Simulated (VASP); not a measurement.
Write the native input for VASP 6.6.1 that does the following.

```
Task                   : single point
Functional             : LDA
Potentials or basis    : VASP PAW LDA potentials, release 64 (Mo_sv, S)
Cutoff                 : 520 eV
k mesh                 : 9 × 9 × 4
Occupations            : fermi-dirac, width 0.05 eV
Spin                   : no spin polarisation
Dipole correction      : no
Further INCAR settings : ALGO = Normal; EDIFF = 1e-06; NBANDS = 20
```

The structure of MoS2 lies in POSCAR:

```
MoS2
1.0
    3.2058030729      0.0000000000      0.0000000000
   -1.6029015365      2.7763069006      0.0000000000
    0.0000000000      0.0000000000      6.2701065500
Mo S
1 2
Direct
    0.0000000000      0.0000000000      0.5000000000
    0.6666666667      0.3333333333      0.7446806800
    0.3333333333      0.6666666667      0.2553193200
```

One way to write it, as run:

INCAR

```
SYSTEM = MoS2
PREC = Accurate
ENCUT = 520
EDIFF = 1E-6
ISMEAR = -1
SIGMA = 0.05
LREAL = .False.
LASPH = .True.
NELM = 100
ALGO = Normal
ISIF = 2
LWAVE = .False.
LCHARG = .True.
LELF = .True.
LVHAR = .True.
NBANDS = 20
```

KPOINTS

```
Automatic mesh
0
Gamma
  9 9 4
  0 0 0
```

Potentials or basis: VASP PAW LDA potentials, release 64 (Mo_sv, S).

Command:

```bash
$ cat potpaw_LDA.64/Mo_sv/POTCAR potpaw_LDA.64/S/POTCAR > POTCAR
$ mpirun -np 1 vasp_std > vasp.out
```

It gave:

The pressure is -3.3 GPa, the largest force is 0.190 eV/Å and the band gap on the k mesh is zero (bands 13 and 14 overlap by 0.97 eV).

Caveat: the cell stands under tension.

It took 48 s on 1 thread of Intel Xeon 8259CL (shared host), peak memory 0.17 GiB.
